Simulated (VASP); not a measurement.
# K3LuV2O8 (P-3m1) in VASP: electric field gradients with PBE

Aim: the electric field gradients of K3LuV2O8 with PBE.

Program: VASP 6.6.1. These are calculated values, not measurements. Logs are shortened: lines on timing, memory, paths and dates and some standing lists are left out, and cuts for length are marked.

**1. The cell of the first run**

It takes space group P-3m1 (No. 164, trigonal). Conventional cell: a = 5.855 Å, b = 5.855 Å, c = 7.578 Å, α = 90.00°, β = 90.00°, γ = 120.00°. K (site symmetry -3m) has 12 O at 3.06 to 3.39 Å and 2 Lu at 3.79 Å and 6 V at 3.89 Å and 6 K at 4.05 Å within 4.1 Å. Within 3.5 Å of K (site symmetry 3m) lie 10 O at 2.50 to 3.27 Å and 4 V at 3.39 to 3.42 Å. Within 2.9 Å of Lu (site symmetry -3m) lie 6 O at 2.19 Å. Within 2.2 Å of V (site symmetry 3m) lie 4 O at 1.65 to 1.71 Å. O (site symmetry 3m) has 1 V at 1.65 Å within 2.2 Å. Within 2.3 Å of O (site symmetry m) lie 1 V at 1.71 Å and 1 Lu at 2.19 Å.

**2. Electric field gradients, PBE**

Contents of INCAR:

```
PREC = Accurate
ENCUT = 520
EDIFF = 1E-8
ISMEAR = -1
SIGMA = 0.02
LREAL = F
LASPH = T
NELM = 100
ALGO = Normal
ISIF = 2
LWAVE = F
LCHARG = F
GGA = PE
LEFG = T
NBANDS = 76
```

Contents of KPOINTS:

```
Automatic mesh
0
Gamma
  5 5 3
```

Contents of POSCAR:

```
K3LuV2O8
1.0
    5.8550005460      0.0000000000      0.0000000000
   -2.9275002730      5.0705792120      0.0000000000
    0.0000000000      0.0000000000      7.5780000000
K Lu V O
3 1 2 8
Direct
    0.0000000000      0.0000000000      0.0000000000
    0.6666666667      0.3333333333      0.7058000000
    0.3333333333      0.6666666667      0.2942000000
    0.0000000000      0.0000000000      0.5000000000
    0.6666666667      0.3333333333      0.2541000000
    0.3333333333      0.6666666667      0.7459000000
    0.6666666667      0.3333333333      0.0360000000
    0.3333333333      0.6666666667      0.9640000000
    0.3485000000      0.1742500000      0.3298000000
    0.8257500000      0.1742500000      0.3298000000
    0.8257500000      0.6515000000      0.3298000000
    0.1742500000      0.3485000000      0.6702000000
    0.1742500000      0.8257500000      0.6702000000
    0.6515000000      0.8257500000      0.6702000000
```

Potentials or basis: VASP PAW PBE potentials, release 64 (K_sv, Lu, V_sv, O).

On the command line:

```sh
cat potpaw_PBE.64/K_sv/POTCAR potpaw_PBE.64/Lu/POTCAR potpaw_PBE.64/V_sv/POTCAR potpaw_PBE.64/O/POTCAR > POTCAR
mpirun -np 1 vasp_std > vasp.out
```

OUTCAR:

```text
PREC = Accurate
   ENCUT = 520
   EDIFF = 1E-8
   ISMEAR = -1
   LREAL = F
   LASPH = T
   NELM = 100
   ISIF = 2
   GGA = PE

 ion  position               nearest neighbor table
   1  0.000  0.000  0.000-   4 3.79   4 3.79
   2  0.667  0.333  0.706-   7 2.50   4 3.72   4 3.72   4 3.72
   3  0.333  0.667  0.294-   8 2.50   4 3.72   4 3.72   4 3.72
   4  0.000  0.000  0.500-  11 2.19  12 2.19   9 2.19  10 2.19  13 2.19  14 2.19   2 3.72   3 3.72
                             3 3.72   2 3.72   2 3.72   3 3.72   1 3.79   1 3.79
   5  0.667  0.333  0.254-   7 1.65  10 1.71  11 1.71   9 1.71
   6  0.333  0.667  0.746-   8 1.65  13 1.71  12 1.71  14 1.71
   7  0.667  0.333  0.036-   5 1.65   2 2.50
   8  0.333  0.667  0.964-   6 1.65   3 2.50
   9  0.349  0.174  0.330-   5 1.71   4 2.19
  10  0.826  0.174  0.330-   5 1.71   4 2.19
  11  0.826  0.651  0.330-   5 1.71   4 2.19
  12  0.174  0.349  0.670-   6 1.71   4 2.19
  13  0.174  0.826  0.670-   6 1.71   4 2.19
  14  0.651  0.826  0.670-   6 1.71   4 2.19

  LATTYP: Found a hexagonal cell.
 ALAT       =     5.8550005460
 C/A-ratio  =     1.2942782738

  Lattice vectors:

 A1 = (   5.8550005460,   0.0000000000,   0.0000000000)
 A2 = (  -2.9275002730,   5.0705792120,   0.0000000000)
 A3 = (   0.0000000000,   0.0000000000,   7.5780000000)

Analysis of symmetry for initial positions (statically):
=====================================================================
 Subroutine PRICEL returns:
 Original cell was already a primitive cell.

 Routine SETGRP: Setting up the symmetry group for a
 hexagonal supercell.

 Subroutine GETGRP returns: Found 12 space group operations
 (whereof 12 operations were pure point group operations)
 out of a pool of 24 trial point group operations.

The static configuration has the point symmetry D_3d.

Analysis of symmetry for dynamics (positions and initial velocities):
=====================================================================
 Subroutine PRICEL returns:
 Original cell was already a primitive cell.

 Routine SETGRP: Setting up the symmetry group for a
 hexagonal supercell.

 Subroutine GETGRP returns: Found 12 space group operations
 (whereof 12 operations were pure point group operations)
 out of a pool of 24 trial point group operations.

The dynamic configuration has the point symmetry D_3d.

 Subroutine INISYM returns: Found 12 space group operations
 (whereof 12 operations are pure point group operations),
 and found     1 'primitive' translations

----------------------------------------------------------------------------------------

                                     Primitive cell

  volume of cell :     224.9775

  direct lattice vectors                    reciprocal lattice vectors
     5.855000546  0.000000000  0.000000000     0.170794177  0.098608064  0.000000000
    -2.927500273  5.070579212  0.000000000     0.000000000  0.197216128  0.000000000
     0.000000000  0.000000000  7.578000000     0.000000000  0.000000000  0.131960940

  length of vectors
     5.855000546  5.855000546  7.578000000     0.197216128  0.197216128  0.131960940

  position of ions in fractional coordinates (direct lattice)
     0.000000000  0.000000000  0.000000000
     0.666666667  0.333333333  0.705800000
     0.333333333  0.666666667  0.294200000
     0.000000000  0.000000000  0.500000000
     0.666666667  0.333333333  0.254100000
     0.333333333  0.666666667  0.745900000
     0.666666667  0.333333333  0.036000000
     0.333333333  0.666666667  0.964000000
     0.348500000  0.174250000  0.329800000
     0.825750000  0.174250000  0.329800000
     0.825750000  0.651500000  0.329800000
     0.174250000  0.348500000  0.670200000
     0.174250000  0.825750000  0.670200000
[... 105 lines left out ...]
   IVDW    =     0    specifies the selected vdW correction
   LEPSILON=     F    determine dielectric tensor
   LRPA    =     F    only Hartree local field effects (RPA)
 non-spin polarized calculation
  energy-cutoff  :      520.00
  volume of cell :      224.98
 maximum number of plane-waves:      6073
 NGX is ok and might be reduce to    48
   NGX = 21   NGY = 21   NGZ = 29

 number of electron     125.9999990 magnetization

 Free energy of the ion-electron system (eV)
  ---------------------------------------------------
  ext. energy  EPLUGINS =         0.00000000
  ---------------------------------------------------
  free energy    TOTEN  =      -101.27651678 eV

  energy without entropy =     -101.27651678  energy(sigma->0) =     -101.27651678

 E-fermi :   0.5793     XC(G=0):  -9.3484

 val. band max:        0.0744564359   @ k =   0.4000  -0.0000   0.0000
 cond. band min:       3.5771567836   @ k =   0.0000   0.0000   0.0000
 fundamental gap:      3.5027003478
 Fermi energy:         0.5793349053

 k-point     1 :       0.0000    0.0000    0.0000
  band No.  band energies     occupation
      1     -63.2181      2.00000
      2     -63.2181      2.00000
      3     -52.8829      2.00000
      4     -37.2204      2.00000
      5     -37.2204      2.00000
      6     -37.2203      2.00000
[... 925 lines left out ...]
     74       7.5330      0.00000
     75       7.6434      0.00000
 [bands above 75 left out]

------------------------ aborting loop because EDIFF is reached ----------------------------------------

  FORCE on cell =-STRESS in cart. coord.  units (eV):
  Direction    XX          YY          ZZ          XY          YZ          ZX
  --------------------------------------------------------------------------------------
  -------------------------------------------------------------------------------------
  Total        8.5622258      8.5622258      7.9144262     -0.0000000      0.0000000      0.0000000
  in kB       60.9758901     60.9758901     56.3625853     -0.0000000      0.0000000      0.0000000
  external PRESSURE =      59.4381218 kB  Pullay stress =       0.0000000 kB

 VOLUME and BASIS-vectors are now :
 -----------------------------------------------------------------------------
  energy-cutoff  :      520.00
  volume of cell :      224.98
      direct lattice vectors                 reciprocal lattice vectors
     5.855000546  0.000000000  0.000000000     0.170794177  0.098608064  0.000000000
    -2.927500273  5.070579212  0.000000000     0.000000000  0.197216128  0.000000000
     0.000000000  0.000000000  7.578000000     0.000000000  0.000000000  0.131960940

 POSITION                                       TOTAL-FORCE (eV/Angst)
 -----------------------------------------------------------------------------------
      0.00000      0.00000      0.00000         0.000000      0.000000      0.000000
      2.92750      1.69019      5.34855         0.000000      0.000000     -0.220946
     -0.00000      3.38039      2.22945         0.000000      0.000000      0.220946
      0.00000      0.00000      3.78900         0.000000      0.000000      0.000000
      2.92750      1.69019      1.92557         0.000000      0.000000     -0.648445
     -0.00000      3.38039      5.65243         0.000000      0.000000      0.648445
      2.92750      1.69019      0.27281         0.000000      0.000000     -0.630821
     -0.00000      3.38039      7.30519         0.000000      0.000000      0.630821
      1.53035      0.88355      2.49922        -0.766615     -0.442605      0.208644
      4.32465      0.88355      2.49922         0.766615     -0.442605      0.208644
      2.92750      3.30348      2.49922         0.000000      0.885210      0.208644
      0.00000      1.76710      5.07878         0.000000     -0.885210     -0.208644
     -1.39715      4.18703      5.07878        -0.766615      0.442605     -0.208644
      1.39715      4.18703      5.07878         0.766615      0.442605     -0.208644
 -----------------------------------------------------------------------------------
    total drift:                                0.000000      0.000000     -0.000000

  FREE ENERGIE OF THE ION-ELECTRON SYSTEM (eV)
  ---------------------------------------------------
  free  energy   TOTEN  =      -101.2765167780 eV

  energy  without entropy=     -101.2765167780  energy(sigma->0) =     -101.27651678

 Electric field gradients (V/A^2)
---------------------------------------------------------------------
 ion       V_xx      V_yy      V_zz      V_xy      V_xz      V_yz
---------------------------------------------------------------------
   1       5.598     5.598   -11.196    -0.000    -0.000     0.000
   2       4.074     4.074    -8.148     0.000     0.000    -0.000
   3       4.074     4.074    -8.148     0.000     0.000    -0.000
   4      15.739    15.740   -31.479     0.001     0.000    -0.000
   5       6.636     6.634   -13.270    -0.002    -0.000     0.000
   6       6.636     6.634   -13.270    -0.002    -0.000     0.000
   7      -0.288    -0.286     0.574     0.002    -0.000     0.000
   8      -0.288    -0.286     0.574     0.002    -0.000     0.000
   9       6.342     3.489    -9.831     2.473    -9.943    -5.741
  10       6.342     3.490    -9.832    -2.470     9.943    -5.741
  11       2.061     7.770    -9.831     0.001    -0.000    11.481
  12       2.061     7.770    -9.831     0.001    -0.000    11.481
  13       6.342     3.490    -9.832    -2.470     9.943    -5.741
  14       6.342     3.489    -9.831     2.473    -9.943    -5.741
---------------------------------------------------------------------

 Electric field gradients after diagonalization (V/A^2)
 (convention: |V_zz| > |V_xx| > |V_yy|)
----------------------------------------------------------------------
 ion       V_xx      V_yy      V_zz     asymmetry (V_yy - V_xx)/ V_zz
----------------------------------------------------------------------
   1       5.598     5.598   -11.196       0.000
   2       4.074     4.073    -8.148       0.000
   3       4.074     4.073    -8.148       0.000
   4      15.741    15.738   -31.479       0.000
   5       6.638     6.632   -13.270       0.000
   6       6.638     6.632   -13.270       0.000
   7      -0.289    -0.285     0.574       0.007
   8      -0.289    -0.285     0.574       0.007
   9      13.436     2.061   -15.497       0.734
  10      13.434     2.063   -15.497       0.734
  11      13.436     2.061   -15.497       0.734
  12      13.436     2.061   -15.497       0.734
  13      13.434     2.063   -15.497       0.734
  14      13.436     2.061   -15.497       0.734
----------------------------------------------------------------------

           NMR quadrupolar parameters

 Cq : quadrupolar parameter    Cq=e*Q*V_zz/h
 eta: asymmetry parameters     (V_yy - V_xx)/ V_zz
 Q  : nuclear electric quadrupole moment in mb (millibarn)
----------------------------------------------------------------------
 ion       Cq(MHz)       eta       Q (mb)
----------------------------------------------------------------------
   1      -0.027       0.000       1.000
   2      -0.020       0.000       1.000
   3      -0.020       0.000       1.000
   4      -0.076       0.000       1.000
   5      -0.032       0.000       1.000
   6      -0.032       0.000       1.000
   7       0.001       0.007       1.000
   8       0.001       0.007       1.000
   9      -0.037       0.734       1.000
  10      -0.037       0.734       1.000
  11      -0.037       0.734       1.000
  12      -0.037       0.734       1.000
  13      -0.037       0.734       1.000
  14      -0.037       0.734       1.000
----------------------------------------------------------------------
```

Wall time 7.7 min (1 thread of Intel Xeon Platinum 8259CL at 2.50GHz (Skylake/Cascade Lake), shared host); peak memory 0.47 GiB.

What came out:

```yaml
Free_energy: -101.2765 eV
Pressure: 5.9 GPa
Largest_force: 0.909 eV/Å
Band_gap_on_the_k_mesh: 3.50 eV (least direct gap 3.59 eV)
Largest_electric_field_gradient_by_atom: K -11.2, -8.1 (each value once); Lu -31.5; V -13.3; O +0.6, -15.5 (each value once) V/Å²
```

Forces on the atoms (eV/Å):
```
K    0.000  0.000  0.000
K    0.000  0.000 -0.221
K    0.000  0.000  0.221
Lu   0.000  0.000  0.000
V    0.000  0.000 -0.648
V    0.000  0.000  0.648
O    0.000  0.000 -0.631
O    0.000  0.000  0.631
O   -0.767 -0.443  0.209
O    0.767 -0.443  0.209
O    0.000  0.885  0.209
O    0.000 -0.885 -0.209
O   -0.767  0.443 -0.209
O    0.767  0.443 -0.209
```

Stress tensor (GPa, compression positive):
```
6.10 0.00 0.00
0.00 6.10 0.00
0.00 0.00 5.64
```

Electric field gradients, principal values (V/Å²):
```tsv
atom	least	middle	greatest (by size)
1 K	5.598	5.598	-11.196
2 K	4.073	4.074	-8.148
3 K	4.073	4.074	-8.148
4 Lu	15.738	15.741	-31.479
5 V	6.632	6.638	-13.270
6 V	6.632	6.638	-13.270
7 O	-0.285	-0.289	0.574
8 O	-0.285	-0.289	0.574
9 O	2.061	13.436	-15.497
10 O	2.063	13.434	-15.497
11 O	2.061	13.436	-15.497
12 O	2.061	13.436	-15.497
13 O	2.063	13.434	-15.497
14 O	2.061	13.436	-15.497
```

Caveat: the cell stands under pressure; without QUAD_EFG the Cq values of the log hold for a quadrupole moment of 1 mb, not for the nuclei; spin-orbit coupling is left out, which moves the levels of the heavy elements.
